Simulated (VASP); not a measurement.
Wanted: the native input for a VASP 6.6.1 run.

* Task: electric field gradients
* Functional: PBE
* Potentials or basis: VASP PAW PBE potentials, release 64 (Zn, S)
* Cutoff: 520 eV
* k mesh: 12 × 12 × 7
* Occupations: fermi-dirac, width 0.03 eV
* Spin: no spin polarisation
* Dipole correction: no
* Further INCAR settings: ALGO = Normal; EDIFF = 1e-08; NBANDS = 26

The structure of ZnS (wurtzite type) lies in POSCAR:

```
ZnS
1.0
    3.8451773550      0.0000000000      0.0000000000
   -1.9225886775      3.3300212715      0.0000000000
    0.0000000000      0.0000000000      6.3055372693
Zn S
2 2
Direct
    0.3333333333      0.6666666667      0.0007272007
    0.6666666667      0.3333333333      0.5007272007
    0.3333333333      0.6666666667      0.3752727993
    0.6666666667      0.3333333333      0.8752727993
```

The input as run:

INCAR

```
ALGO = Normal
EDIFF = 1E-8
ENCUT = 520
GGA = PE
ISIF = 2
ISMEAR = -1
LASPH = T
LCHARG = F
LEFG = T
LREAL = F
LWAVE = F
NBANDS = 26
NELM = 100
PREC = Accurate
SIGMA = 0.03
```

KPOINTS

```
k-points
0
Gamma
  12 12 7
```

Potentials or basis: VASP PAW PBE potentials, release 64 (Zn, S).

Launch:

```console
$ cat potpaw_PBE.64/Zn/POTCAR potpaw_PBE.64/S/POTCAR > POTCAR
$ mpirun -np 1 vasp_std > vasp.out
```

Results of the run:

The pressure is 0.2 GPa. The band gap on the k mesh is 2.08 eV, direct.

Caveat: without QUAD_EFG the Cq values of the log hold for a quadrupole moment of 1 mb, not for the nuclei.

Run time: 75 s on 1 thread of Intel(R) Xeon(R) 6975P-C (Granite Rapids), on a shared host, peak memory 0.28 GiB.
